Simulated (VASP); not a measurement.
# Al3Ru2 (I4/mmm) in VASP: a series of runs

The runs below take Al3Ru2 through single point, with PBEsol.

Everything below comes from runs of VASP 6.6.1. Logs are shortened: lines on timing, memory, paths and dates and some standing lists are left out, and cuts for length are marked.

**1. The cell of the first run**

The structure is tetragonal, space group I4/mmm (No. 139). Conventional cell: a = 3.073 Å, b = 3.073 Å, c = 14.252 Å, α = 90.00°, β = 90.00°, γ = 90.00°. Al (site symmetry 4/mmm) has 8 Ru at 2.64 Å and 6 Al at 2.76 to 3.07 Å within 3.5 Å. Within 3.3 Å of Al (site symmetry 4mm) lie 5 Ru at 2.51 to 2.86 Å and 9 Al at 2.70 to 3.07 Å. Ru (site symmetry 4mm) has 9 Al at 2.51 to 2.86 Å and 5 Ru at 3.01 to 3.07 Å within 3.3 Å.

**2. Single point, PBEsol**

Input file INCAR:

```
PREC = Accurate
ENCUT = 520
EDIFF = 1E-6
ISMEAR = 0
SIGMA = 0.15
LREAL = F
LASPH = T
NELM = 100
ALGO = Fast
ISIF = 2
LWAVE = F
LCHARG = F
GGA = PS
NBANDS = 26
```

Input file KPOINTS:

```
regular mesh
0
Gamma
  16 16 16
```

Input file POSCAR:

```
Al3Ru2
1.0
   -1.5366814004      1.5366814004      7.1258323271
    1.5366814004     -1.5366814004      7.1258323271
    1.5366814004      1.5366814004     -7.1258323271
Al Ru
3 2
Direct
    0.0000000000      0.0000000000      0.0000000000
    0.8062567810      0.8062567810      0.0000000000
    0.1937432190      0.1937432190      0.0000000000
    0.6056584134      0.6056584134      0.0000000000
    0.3943415866      0.3943415866      0.0000000000
```

Potentials or basis: VASP PAW PBE potentials, release 64 (Al, Ru_pv).

On the command line:

```sh
> cat potpaw_PBE.64/Al/POTCAR potpaw_PBE.64/Ru_pv/POTCAR > POTCAR
> mpirun -np 1 vasp_std > vasp.out
```

OUTCAR:

```text
PREC = Accurate
   ENCUT = 520
   EDIFF = 1E-6
   ISMEAR = 0
   LREAL = F
   LASPH = T
   NELM = 100
   ISIF = 2
   GGA = PS

 ion  position               nearest neighbor table
   1  0.000  0.000  0.000-   5 2.64   4 2.64   4 2.64   4 2.64   5 2.64   5 2.64   4 2.64   5 2.64
                             2 2.76   3 2.76
   2  0.806  0.806  0.000-   5 2.51   5 2.51   5 2.51   5 2.51   3 2.70   3 2.70   3 2.70   3 2.70
                             1 2.76   4 2.86
   3  0.194  0.194  0.000-   4 2.51   4 2.51   4 2.51   4 2.51   2 2.70   2 2.70   2 2.70   2 2.70
                             1 2.76   5 2.86
   4  0.606  0.606  0.000-   3 2.51   3 2.51   3 2.51   3 2.51   1 2.64   1 2.64   1 2.64   1 2.64
                             2 2.86   5 3.01
   5  0.394  0.394  0.000-   2 2.51   2 2.51   2 2.51   2 2.51   1 2.64   1 2.64   1 2.64   1 2.64
                             3 2.86   4 3.01

  LATTYP: Found a body centered tetragonal cell.
 ALAT       =     3.0733628008
 C/A-ratio  =     4.6371566190

  Lattice vectors:

 A1 = (  -1.5366814004,   1.5366814004,   7.1258323271)
 A2 = (   1.5366814004,  -1.5366814004,   7.1258323271)
 A3 = (   1.5366814004,   1.5366814004,  -7.1258323271)

Analysis of symmetry for initial positions (statically):
=====================================================================
 Subroutine PRICEL returns:
 Original cell was already a primitive cell.

 Routine SETGRP: Setting up the symmetry group for a
 body centered tetragonal supercell.

 Subroutine GETGRP returns: Found 16 space group operations
 (whereof 16 operations were pure point group operations)
 out of a pool of 16 trial point group operations.

The static configuration has the point symmetry D_4h.

Analysis of symmetry for dynamics (positions and initial velocities):
=====================================================================
 Subroutine PRICEL returns:
 Original cell was already a primitive cell.

 Routine SETGRP: Setting up the symmetry group for a
 body centered tetragonal supercell.

 Subroutine GETGRP returns: Found 16 space group operations
 (whereof 16 operations were pure point group operations)
 out of a pool of 16 trial point group operations.

The dynamic configuration has the point symmetry D_4h.

 Subroutine INISYM returns: Found 16 space group operations
 (whereof 16 operations are pure point group operations),
 and found     1 'primitive' translations

----------------------------------------------------------------------------------------

                                     Primitive cell

  volume of cell :      67.3075

  direct lattice vectors                    reciprocal lattice vectors
    -1.536681400  1.536681400  7.125832327     0.000000000  0.325376490  0.070167242
     1.536681400 -1.536681400  7.125832327     0.325376490  0.000000000  0.070167242
     1.536681400  1.536681400 -7.125832327     0.325376490  0.325376490  0.000000000

  length of vectors
     7.449850053  7.449850053  7.449850053     0.332856278  0.332856278  0.460151845

  position of ions in fractional coordinates (direct lattice)
     0.000000000  0.000000000  0.000000000
     0.806256781  0.806256781  0.000000000
     0.193743219  0.193743219  0.000000000
     0.605658413  0.605658413  0.000000000
     0.394341587  0.394341587  0.000000000

  ion indices of the primitive-cell ions
   primitive index   ion index
                 1           1
                 2           2
                 3           3
                 4           4
                 5           5

----------------------------------------------------------------------------------------

 KPOINTS: regular mesh

Automatic generation of k-mesh.
 Grid dimensions read from file:
 generate k-points for:   16   16   16

 Generating k-lattice:

  Cartesian coordinates                     Fractional coordinates (reciprocal lattice)
     0.000000000  0.020336031  0.004385453     0.062500000  0.000000000  0.000000000
     0.020336031  0.000000000  0.004385453     0.000000000  0.062500000  0.000000000
     0.020336031  0.020336031  0.000000000     0.000000000  0.000000000  0.062500000

  Length of vectors
     0.020803517  0.020803517  0.028759490

  Shift w.r.t. Gamma in fractional coordinates (k-lattice)
     0.000000000  0.000000000  0.000000000

 Subroutine IBZKPT returns following result:
 ===========================================

 Found    349 irreducible k-points:

 Following reciprocal coordinates:
            Coordinates               Weight
  0.000000  0.000000  0.000000      1.000000
  0.062500  0.000000  0.000000      8.000000
  0.125000  0.000000  0.000000      8.000000
  0.187500  0.000000  0.000000      8.000000
  0.250000  0.000000  0.000000      8.000000
  0.312500  0.000000  0.000000      8.000000
[... 16 lines left out ...]
 -0.125000  0.062500  0.000000     16.000000
 -0.062500  0.062500  0.000000      4.000000
 [... further k-points ...]
   k-points           NKPTS =    349   k-points in BZ     NKDIM =    349   number of bands    NBANDS=     26
   number of dos      NEDOS =    301   number of ions     NIONS =      5
   total plane-waves  NPLWV = 175616
   dimension x,y,z NGX =    56 NGY =   56 NGZ =   56
   dimension x,y,z NGXF=   112 NGYF=  112 NGZF=  112
   ions per type =               3   2
   NGX,Y,Z   is equivalent  to a cutoff of  12.50, 12.50, 12.50 a.u.
   NGXF,Y,Z  is equivalent  to a cutoff of  24.99, 24.99, 24.99 a.u.
 SYSTEM =  unknown system
   PREC   = accura    normal or accurate (medium, high low for compatibility)
   ISTART =      0    job   : 0-new  1-cont  2-samecut
   ICHARG =      2    charge: 1-file 2-atom 10-const
   ISPIN  =      1    spin polarized calculation?
   LNONCOLLINEAR =      F non collinear calculations
   LSORBIT =      F    spin-orbit coupling
   LASPH  =      T    aspherical Exc in radial PAW
   ENCUT  =  520.0 eV  38.22 Ry    6.18 a.u.  13.85 13.85 13.85*2*pi/ulx,y,z
   NELM   =    100;   NELMIN=  2; NELMDL= -5     # of ELM steps
   EDIFF  = 0.1E-05   stopping-criterion for ELM
   LREAL  =      F    real-space projection
   EDIFFG = 0.1E-04   stopping-criterion for IOM
   NSW    =      0    number of steps for IOM
   IBRION =     -1    ionic relax: 0-MD 1-quasi-New 2-CG
   NFREE  =      0    steps in history (QN), initial steepest desc. (CG)
   ISIF   =      2    stress and relaxation
   ISYM   =      2    0-nonsym 1-usesym 2-fastsym
   POTIM  = 0.5000    time-step for ionic-motion
   TEBEG  =    0.0;   TEEND  =   0.0 temperature during run
   PSTRESS=    0.0 pullay stress
   NELECT =      37.0000    total number of electrons
   NUPDOWN=      -1.0000    fix difference up-down
   EMIN   =  10.00;   EMAX   =-10.00  energy-range for DOS
   EFERMI =   0.00;   METHOD = LEGACY
   ISMEAR =     0;   SIGMA  =   0.15  broadening in eV -4-tet -1-fermi 0-gaus
   EFERMI_NEDOS =   21; number of points for ismear=-14 and -15
   IALGO  =     68    algorithm
   IMIX   =      4    mixing-type and parameters
     AMIX     =   0.40;   BMIX     =  1.00
     AMIX_MAG =   1.60;   BMIX_MAG =  1.00
  volume/ion in A,a.u.               =      13.46        90.84
  Fermi-wavevector in a.u.,A,eV,Ry     =   1.341079  2.534272 24.469976  1.798493
  Thomas-Fermi vector in A             =   2.469341
   LORBIT       =      0    0 simple, 1 ext, 2 COOP (PROOUT), +10 PAW based schemes
   GGA     = PS    functional components
   LHFCALC =     F    Hartree Fock is set to
   AEXX    =    0.0000 exact exchange contribution
   IVDW    =     0    specifies the selected vdW correction
   LEPSILON=     F    determine dielectric tensor
   LRPA    =     F    only Hartree local field effects (RPA)
 non-spin polarized calculation
 RMM-DIIS sequential band-by-band and
 Gauss-broadening in eV      SIGMA  =   0.15
  energy-cutoff  :      520.00
  volume of cell :       67.31
 maximum number of plane-waves:      1832
   NGX = 27   NGY = 27   NGZ = 27

 number of electron      36.9999999 magnetization

 Free energy of the ion-electron system (eV)
  ---------------------------------------------------
  ext. energy  EPLUGINS =         0.00000000
  ---------------------------------------------------
  free energy    TOTEN  =       -35.99065738 eV

  energy without entropy =      -35.97720593  energy(sigma->0) =      -35.98393166

 E-fermi :  10.4581     XC(G=0): -12.3161

 val. band max:       10.4578897514   @ k =   0.2500   0.1875   0.0625
 cond. band min:      10.4617901471   @ k =   0.2500   0.2500   0.0000
 fundamental gap:      0.0039003957
 Fermi energy:        10.4581444647

 k-point     1 :       0.0000    0.0000    0.0000
  band No.  band energies     occupation
      1     -31.4442      2.00000
      2     -31.3812      2.00000
      3     -31.3812      2.00000
      4     -31.3729      2.00000
      5     -31.3729      2.00000
      6     -31.3460      2.00000
[... 18 lines left out ...]
     25      16.4643      0.00000
     26      16.6379      0.00000

 k-point     2 :       0.0625    0.0000    0.0000
  band No.  band energies     occupation
      1     -31.4435      2.00000
      2     -31.3874      2.00000
      3     -31.3806      2.00000
      4     -31.3790      2.00000
      5     -31.3724      2.00000
      6     -31.3455      2.00000
[... 18 lines left out ...]
     25      16.6524      0.00000
     26      17.1606      0.00000

 k-point     3 :       0.1250    0.0000    0.0000
  band No.  band energies     occupation
      1     -31.4414      2.00000
      2     -31.4050      2.00000
      3     -31.3962      2.00000
      4     -31.3791      2.00000
      5     -31.3709      2.00000
      6     -31.3439      2.00000
[... 572 lines left out ...]
 k-point    23 :      -0.1250    0.0625    0.0000
  band No.  band energies     occupation
      1     -31.4407      2.00000
      2     -31.4044      2.00000
      3     -31.3957      2.00000
      4     -31.3853      2.00000
      5     -31.3769      2.00000
      6     -31.3433      2.00000
[... 18 lines left out ...]
     25      16.6325      0.00000
     26      18.2178      0.00000

 k-point    24 :      -0.0625    0.0625    0.0000
  band No.  band energies     occupation
      1     -31.4428      2.00000
      2     -31.3871      2.00000
      3     -31.3866      2.00000
      4     -31.3786      2.00000
      5     -31.3782      2.00000
      6     -31.3449      2.00000
[... 18 lines left out ...]
     25      16.2262      0.00000
     26      17.7041      0.00000

 [... further k-points ...]

------------------------ aborting loop because EDIFF is reached ----------------------------------------

  FORCE on cell =-STRESS in cart. coord.  units (eV):
  Direction    XX          YY          ZZ          XY          YZ          ZX
  --------------------------------------------------------------------------------------
  -------------------------------------------------------------------------------------
  Total        0.1012461      0.1012461      0.1229521      0.0000000     -0.0000000      0.0000000
  in kB        2.4100484      2.4100484      2.9267351      0.0000000     -0.0000000      0.0000000
  external PRESSURE =       2.5822773 kB  Pullay stress =       0.0000000 kB

 VOLUME and BASIS-vectors are now :
 -----------------------------------------------------------------------------
  energy-cutoff  :      520.00
  volume of cell :       67.31
      direct lattice vectors                 reciprocal lattice vectors
    -1.536681400  1.536681400  7.125832327     0.000000000  0.325376490  0.070167242
     1.536681400 -1.536681400  7.125832327     0.325376490  0.000000000  0.070167242
     1.536681400  1.536681400 -7.125832327     0.325376490  0.325376490  0.000000000

 POSITION                                       TOTAL-FORCE (eV/Angst)
 -----------------------------------------------------------------------------------
      0.00000      0.00000      0.00000        -0.000000     -0.000000     -0.000000
      0.00000      0.00000     11.49050        -0.000000     -0.000000     -0.006911
      0.00000      0.00000      2.76116         0.000000      0.000000      0.006911
      0.00000      0.00000      8.63164         0.000000      0.000000     -0.007068
      0.00000      0.00000      5.62002        -0.000000     -0.000000      0.007068
 -----------------------------------------------------------------------------------
    total drift:                               -0.000000      0.000000     -0.000000

  FREE ENERGIE OF THE ION-ELECTRON SYSTEM (eV)
  ---------------------------------------------------
  free  energy   TOTEN  =       -35.9906573797 eV

  energy  without entropy=      -35.9772059319  energy(sigma->0) =      -35.98393166
```

Run time: 24 min. Hardware: 1 thread of Intel Xeon 6975P-C (Granite Rapids), shared host; peak memory 0.79 GiB.

Results:

- Free energy: -35.9907 eV
- Pressure: 0.3 GPa
- Largest force: 0.007 eV/Å
- Band gap on the k mesh: zero (an odd number of electrons rules out a gap without spin polarisation)

Forces in eV/Å, atoms in the order of the input:
```
Al   0.000  0.000  0.000
Al   0.000  0.000 -0.007
Al   0.000  0.000  0.007
Ru   0.000  0.000 -0.007
Ru   0.000  0.000  0.007
```

Levels at points of the mesh, in eV from the Fermi level:
| k point | band 17 | band 18 | band 19 | band 20 | band 21 | band 22 |
| --- | --- | --- | --- | --- | --- | --- |
| (0.00, 0.00, 0.00) | -0.85 | -0.23 | -0.08 | 3.42 | 4.66 | 5.44 |
| (0.50, 0.00, 0.00) | -1.65 | -1.10 | -0.35 | 1.31 | 1.62 | 4.09 |
| (0.50, 0.50, 0.00) | 0.48 | 0.64 | 1.10 | 1.15 | 2.00 | 2.12 |
| (0.50, 0.50, 0.50) | -0.51 | -0.21 | -0.10 | 2.40 | 4.34 | 4.34 |

Caveat: the PAW data sets were made with another functional, which shifts forces and pressure a little.

(Part 1 of 2 ends here.)
